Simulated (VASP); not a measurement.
# AlNi in VASP: relaxation of the atoms with LDA

Aim: the relaxation of the atoms of AlNi with LDA.

Everything below comes from runs of VASP 6.6.1. Logs are shortened: lines on timing, memory, paths and dates and some standing lists are left out, and cuts for length are marked.

## (1) The cell of the first run

The cell holds a slab with vacuum, 8 atoms: a = 2.833 Å, b = 4.006 Å, c = 23.009 Å, α = 90.00°, β = 90.00°, γ = 90.00°.

## (2) Relaxation of the atoms, LDA

Contents of INCAR:

```
SYSTEM = AlNi
  ALGO = Fast
  DIPOL = 0.5 0.5 0.500
  EDIFF = 1E-6
  EDIFFG = -0.03
  ENCUT = 520
  GGA = CA
  IBRION = 2
  IDIPOL = 3
  ISIF = 2
  ISMEAR = 0
  LASPH = .True.
  LCHARG = .False.
  LDIPOL = .True.
  LREAL = .False.
  LWAVE = .False.
  NELM = 80
  NSW = 90
  PREC = Accurate
  SIGMA = 0.1
```

Contents of KPOINTS:

```
k-points
0
Gamma
  10 7 1
  0 0 0
```

Contents of POSCAR:

```
AlNi
1.0
    2.8326165064      0.0000000000      0.0000000000
    0.0000000000      4.0059246804      0.0000000000
    0.0000000000      0.0000000000     23.0088870206
Al Ni
4 4
Selective dynamics
Direct
    0.0000000000      0.5000000000      0.3694224754  F F F
    0.0000000000      0.0000000000      0.4564741585  F F F
    0.0000000000      0.5000000000      0.5435258415  T T T
    0.0000000000      0.0000000000      0.6305775246  T T T
    0.5000000000      0.0000000000      0.3694224754  F F F
    0.5000000000      0.5000000000      0.4564741585  F F F
    0.5000000000      0.0000000000      0.5435258415  T T T
    0.5000000000      0.5000000000      0.6305775246  T T T
```

Potentials or basis: VASP PAW LDA potentials, release 64 (Al, Ni).

Started as:

```sh
$ cat potpaw_LDA.64/Al/POTCAR potpaw_LDA.64/Ni/POTCAR > POTCAR
$ mpirun -np 1 vasp_std > vasp.out
```

OUTCAR:

```text
SYSTEM = AlNi
   EDIFF = 1E-6
   EDIFFG = -0.03
   ENCUT = 520
   GGA = CA
   IBRION = 2
   ISIF = 2
   ISMEAR = 0
   LASPH = .True.
   LREAL = .False.
   NELM = 80
   NSW = 90
   PREC = Accurate

 ion  position               nearest neighbor table
   1  0.000  0.500  0.369-   5 2.45   5 2.45   5 2.45   5 2.45   6 2.45   6 2.45   2 2.83   2 2.83

   2  0.000  0.000  0.456-   7 2.45   7 2.45   6 2.45   6 2.45   6 2.45   6 2.45   5 2.45   5 2.45
                             3 2.83   3 2.83   1 2.83   1 2.83
   3  0.000  0.500  0.544-   6 2.45   6 2.45   7 2.45   7 2.45   7 2.45   7 2.45   8 2.45   8 2.45
                             2 2.83   2 2.83   4 2.83   4 2.83
   4  0.000  0.000  0.631-   8 2.45   8 2.45   8 2.45   8 2.45   7 2.45   7 2.45   3 2.83   3 2.83

   5  0.500  0.000  0.369-   1 2.45   1 2.45   1 2.45   1 2.45   2 2.45   2 2.45   6 2.83   6 2.83

   6  0.500  0.500  0.456-   3 2.45   3 2.45   2 2.45   2 2.45   2 2.45   2 2.45   1 2.45   1 2.45
                             7 2.83   7 2.83   5 2.83   5 2.83
   7  0.500  0.000  0.544-   2 2.45   2 2.45   3 2.45   3 2.45   3 2.45   3 2.45   4 2.45   4 2.45
                             6 2.83   6 2.83   8 2.83   8 2.83
   8  0.500  0.500  0.631-   4 2.45   4 2.45   4 2.45   4 2.45   3 2.45   3 2.45   7 2.83   7 2.83

  LATTYP: Found a simple orthorhombic cell.
 ALAT       =     2.8326165064
 B/A-ratio  =     1.4142135624
 C/A-ratio  =     8.1228387142

  Lattice vectors:

 A1 = (   2.8326165064,   0.0000000000,   0.0000000000)
 A2 = (   0.0000000000,   4.0059246804,   0.0000000000)
 A3 = (   0.0000000000,   0.0000000000,  23.0088870206)

Analysis of symmetry for initial positions (statically):
=====================================================================
 Subroutine PRICEL returns:
 Original cell was already a primitive cell.

 Routine SETGRP: Setting up the symmetry group for a
 simple orthorhombic supercell.

 Subroutine GETGRP returns: Found  8 space group operations
 (whereof  4 operations were pure point group operations)
 out of a pool of  8 trial point group operations.

The static configuration has the point symmetry C_2v.
 The point group associated with its full space group is D_2h.

Analysis of symmetry for dynamics (positions and initial velocities):
=====================================================================
 Subroutine PRICEL returns:
 Original cell was already a primitive cell.

 Routine SETGRP: Setting up the symmetry group for a
 simple orthorhombic supercell.

 Subroutine GETGRP returns: Found  8 space group operations
 (whereof  4 operations were pure point group operations)
 out of a pool of  8 trial point group operations.

The dynamic configuration has the point symmetry C_2v.
 The point group associated with its full space group is D_2h.

Analysis of constrained symmetry for selective dynamics:
=====================================================================
 Subroutine PRICEL returns:
 Original cell was already a primitive cell.

 Routine SETGRP: Setting up the symmetry group for a
 simple orthorhombic supercell.

 Subroutine GETGRP returns: Found  4 space group operations
 (whereof  4 operations were pure point group operations)
 out of a pool of  8 trial point group operations.

The constrained configuration has the point symmetry C_2v.

 Subroutine INISYM returns: Found  4 space group operations
 (whereof  4 operations are pure point group operations),
 and found     1 'primitive' translations

----------------------------------------------------------------------------------------

                                     Primitive cell

  volume of cell :     261.0876

  direct lattice vectors                    reciprocal lattice vectors
     2.832616506  0.000000000  0.000000000     0.353030492  0.000000000  0.000000000
     0.000000000  4.005924680  0.000000000     0.000000000  0.249630255  0.000000000
     0.000000000  0.000000000 23.008887021     0.000000000  0.000000000  0.043461468

  length of vectors
     2.832616506  4.005924680 23.008887021     0.353030492  0.249630255  0.043461468

  position of ions in fractional coordinates (direct lattice)
     0.000000000  0.500000000  0.369422475
     0.000000000  0.000000000  0.456474159
     0.000000000  0.500000000  0.543525841
     0.000000000  0.000000000  0.630577525
     0.500000000  0.000000000  0.369422475
     0.500000000  0.500000000  0.456474159
     0.500000000  0.000000000  0.543525841
     0.500000000  0.500000000  0.630577525

  ion indices of the primitive-cell ions
   primitive index   ion index
                 1           1
                 2           2
                 3           3
                 4           4
                 5           5
                 6           6
                 7           7
                 8           8

----------------------------------------------------------------------------------------

 KPOINTS: k-points

Automatic generation of k-mesh.
 Grid dimensions read from file:
 generate k-points for:   10    7    1

 Generating k-lattice:

  Cartesian coordinates                     Fractional coordinates (reciprocal lattice)
     0.035303049  0.000000000  0.000000000     0.100000000  0.000000000  0.000000000
     0.000000000  0.035661465  0.000000000     0.000000000  0.142857143  0.000000000
     0.000000000  0.000000000  0.043461468     0.000000000  0.000000000  1.000000000

  Length of vectors
     0.035303049  0.035661465  0.043461468

  Shift w.r.t. Gamma in fractional coordinates (k-lattice)
     0.000000000  0.000000000  0.000000000

 Subroutine IBZKPT returns following result:
 ===========================================

 Found     24 irreducible k-points:

 Following reciprocal coordinates:
            Coordinates               Weight
  0.000000  0.000000  0.000000      1.000000
  0.100000  0.000000  0.000000      2.000000
  0.200000  0.000000  0.000000      2.000000
  0.300000  0.000000  0.000000      2.000000
  0.400000  0.000000  0.000000      2.000000
  0.500000  0.000000  0.000000      1.000000
[... 16 lines left out ...]
  0.400000  0.428571  0.000000      4.000000
  0.500000  0.428571  0.000000      2.000000
   k-points           NKPTS =     24   k-points in BZ     NKDIM =     24   number of bands    NBANDS=     31
   number of dos      NEDOS =    301   number of ions     NIONS =      8
   total plane-waves  NPLWV = 129600
   dimension x,y,z NGX =    24 NGY =   30 NGZ =  180
   dimension x,y,z NGXF=    48 NGYF=   60 NGZF=  360
   ions per type =               4   4
   NGX,Y,Z   is equivalent  to a cutoff of  14.09, 12.45, 13.01 a.u.
   NGXF,Y,Z  is equivalent  to a cutoff of  28.17, 24.90, 26.01 a.u.
 SYSTEM =  AlNi
   PREC   = accura    normal or accurate (medium, high low for compatibility)
   ISTART =      0    job   : 0-new  1-cont  2-samecut
   ICHARG =      2    charge: 1-file 2-atom 10-const
   ISPIN  =      1    spin polarized calculation?
   LNONCOLLINEAR =      F non collinear calculations
   LSORBIT =      F    spin-orbit coupling
   LASPH  =      T    aspherical Exc in radial PAW
   ENCUT  =  520.0 eV  38.22 Ry    6.18 a.u.   5.27  7.45 42.78*2*pi/ulx,y,z
   NELM   =     80;   NELMIN=  2; NELMDL= -5     # of ELM steps
   EDIFF  = 0.1E-05   stopping-criterion for ELM
   LREAL  =      F    real-space projection
   EDIFFG = -.3E-01   stopping-criterion for IOM
   NSW    =     90    number of steps for IOM
   IBRION =      2    ionic relax: 0-MD 1-quasi-New 2-CG
   NFREE  =      1    steps in history (QN), initial steepest desc. (CG)
   ISIF   =      2    stress and relaxation
   ISYM   =      2    0-nonsym 1-usesym 2-fastsym
   POTIM  = 0.5000    time-step for ionic-motion
   TEBEG  =    0.0;   TEEND  =   0.0 temperature during run
   PSTRESS=    0.0 pullay stress
   NELECT =      52.0000    total number of electrons
   NUPDOWN=      -1.0000    fix difference up-down
   EMIN   =  10.00;   EMAX   =-10.00  energy-range for DOS
   EFERMI =   0.00;   METHOD = LEGACY
   ISMEAR =     0;   SIGMA  =   0.10  broadening in eV -4-tet -1-fermi 0-gaus
   EFERMI_NEDOS =   21; number of points for ismear=-14 and -15
   IALGO  =     68    algorithm
   IMIX   =      4    mixing-type and parameters
     AMIX     =   0.40;   BMIX     =  1.00
     AMIX_MAG =   1.60;   BMIX_MAG =  1.00
  volume/ion in A,a.u.               =      32.64       220.24
  Fermi-wavevector in a.u.,A,eV,Ry     =   0.956050  1.806672 12.436152  0.914031
  Thomas-Fermi vector in A             =   2.084943
   LORBIT       =      0    0 simple, 1 ext, 2 COOP (PROOUT), +10 PAW based schemes
   GGA     = CA    functional components
   LHFCALC =     F    Hartree Fock is set to
   AEXX    =    0.0000 exact exchange contribution
   IVDW    =     0    specifies the selected vdW correction
   LEPSILON=     F    determine dielectric tensor
   LRPA    =     F    only Hartree local field effects (RPA)
 conjugate gradient relaxation of ions
 non-spin polarized calculation
 RMM-DIIS sequential band-by-band and
 Gauss-broadening in eV      SIGMA  =   0.10
  energy-cutoff  :      520.00
  volume of cell :      261.09
 maximum number of plane-waves:      7078
 NGX is ok and might be reduce to    24
   NGX = 11   NGY = 15   NGZ = 85

--------------------------------------- Ionic step        1  -------------------------------------------

 number of electron      51.9999981 magnetization

 Free energy of the ion-electron system (eV)
  ---------------------------------------------------
  ext. energy  EPLUGINS =         0.00000000
  ---------------------------------------------------
  free energy    TOTEN  =       -45.95355536 eV

  energy without entropy =      -45.92171292  energy(sigma->0) =      -45.93763414

------------------------ aborting loop because EDIFF is reached ----------------------------------------

  FORCE on cell =-STRESS in cart. coord.  units (eV):
  Direction    XX          YY          ZZ          XY          YZ          ZX
  --------------------------------------------------------------------------------------
  -------------------------------------------------------------------------------------
  Total       -4.9012774     -3.7382833     -1.0715358      0.0000000      0.0000000      0.0000000
  in kB      -30.0769429    -22.9401696     -6.5755348      0.0000000      0.0000000      0.0000000
  external PRESSURE =     -19.8642158 kB  Pullay stress =       0.0000000 kB
[... 65 lines left out ...]
  FREE ENERGIE OF THE ION-ELECTRON SYSTEM (eV)
  ---------------------------------------------------
  free  energy   TOTEN  =       -45.9994956653 eV

  energy  without entropy=      -45.9672166201  energy(sigma->0) =      -45.98335614

 dipolmoment           0.000000      0.000000      0.003042 electrons x Angstroem

--------------------------------------- Ionic step        3  -------------------------------------------

 number of electron      51.9999982 magnetization

------------------------ aborting loop because EDIFF is reached ----------------------------------------

 vacuum level on the upper side and lower side of the slab       (xc-potential included)        -0.208        -0.021

  FORCE on cell =-STRESS in cart. coord.  units (eV):
  Direction    XX          YY          ZZ          XY          YZ          ZX
  --------------------------------------------------------------------------------------
  -------------------------------------------------------------------------------------
  Total       -4.5494594     -4.1836338     -0.7339018      0.0000000      0.0000000      0.0000000
  in kB      -27.9179937    -25.6730857     -4.5036265      0.0000000      0.0000000      0.0000000
  external PRESSURE =     -19.3649020 kB  Pullay stress =       0.0000000 kB
[... 197 lines left out ...]
--------------------------------------- Ionic step        8  -------------------------------------------

 number of electron      51.9999978 magnetization

 dipolmoment           0.000000      0.000000     -0.011359 electrons x Angstroem

 Free energy of the ion-electron system (eV)
  ---------------------------------------------------
  ext. energy  EPLUGINS =         0.00000000
  ---------------------------------------------------
  free energy    TOTEN  =       -46.02826258 eV

  energy without entropy =      -45.99499216  energy(sigma->0) =      -46.01162737

 E-fermi :   0.3885     XC(G=0):  -5.2843

 val. band max:        0.3813694103   @ k =   0.5000   0.2857   0.0000
 cond. band min:       0.3974913437   @ k =   0.5000   0.0000   0.0000
 fundamental gap:      0.0161219334
 Fermi energy:         0.3884892492

 k-point     1 :       0.0000    0.0000    0.0000
  band No.  band energies     occupation
      1     -10.5047      2.00000
      2      -9.0072      2.00000
      3      -7.0048      2.00000
      4      -5.2874      2.00000
      5      -3.4196      2.00000
      6      -3.1679      2.00000
[... 805 lines left out ...]
     30       2.6236      0.00000
     31       2.8209      0.00000

------------------------ aborting loop because EDIFF is reached ----------------------------------------

 vacuum level on the upper side and lower side of the slab       (xc-potential included)        -0.099         0.079

  FORCE on cell =-STRESS in cart. coord.  units (eV):
  Direction    XX          YY          ZZ          XY          YZ          ZX
  --------------------------------------------------------------------------------------
  -------------------------------------------------------------------------------------
  Total       -4.5702356     -4.3091065     -0.6126239      0.0000000      0.0000000      0.0000000
  in kB      -28.0454881    -26.4430555     -3.7593986      0.0000000      0.0000000      0.0000000
  external PRESSURE =     -19.4159807 kB  Pullay stress =       0.0000000 kB
[... 23 lines left out ...]
  FREE ENERGIE OF THE ION-ELECTRON SYSTEM (eV)
  ---------------------------------------------------
  free  energy   TOTEN  =       -46.0282625751 eV

  energy  without entropy=      -45.9949921617  energy(sigma->0) =      -46.01162737

 reached required accuracy - stopping structural energy minimisation

 vacuum level on the upper side and lower side of the slab         5.319         5.502
```

Run time: 37 min. Hardware: 1 thread of Oxide Virtual Turin-like, shared host; peak memory 0.34 GiB.

Results:

* Free energy: -46.0283 eV
* Energy gained by relaxing: 9.3 meV/atom
* Ionic steps: 8
* Band gap on the k mesh: zero (bands 26 and 27 overlap by 1.31 eV)

The path:
| step | energy change (eV) | largest force on free atoms (eV/Å) | pressure (GPa) |
| --- | --- | --- | --- |
| 1 | 0.0000 | 0.7763 | -1.99 |
| 2 | -0.0459 | 0.4849 | -1.98 |
| 3 | -0.0652 | 0.3028 | -1.94 |
| 4 | -0.0706 | 0.1751 | -1.95 |
| 5 | -0.0733 | 0.0965 | -1.98 |
| 6 | -0.0744 | 0.0399 | -1.98 |
| 7 | -0.0747 | 0.0321 | -1.93 |
| 8 | -0.0747 | 0.0300 | -1.94 |

Final structure:
```
CELL_PARAMETERS angstrom
2.83262 0.00000 0.00000
0.00000 4.00592 0.00000
0.00000 0.00000 23.00889
ATOMIC_POSITIONS crystal
Al 0.00000 0.50000 0.36942
Al 0.00000 0.00000 0.45647
Al 0.00000 0.50000 0.54364
Al 0.00000 0.00000 0.63426
Ni 0.50000 0.00000 0.36942
Ni 0.50000 0.50000 0.45647
Ni 0.50000 0.00000 0.54259
Ni 0.50000 0.50000 0.62550
```

Spin polarisation is off, so any magnetic state and its effect on volume and gap are missing.
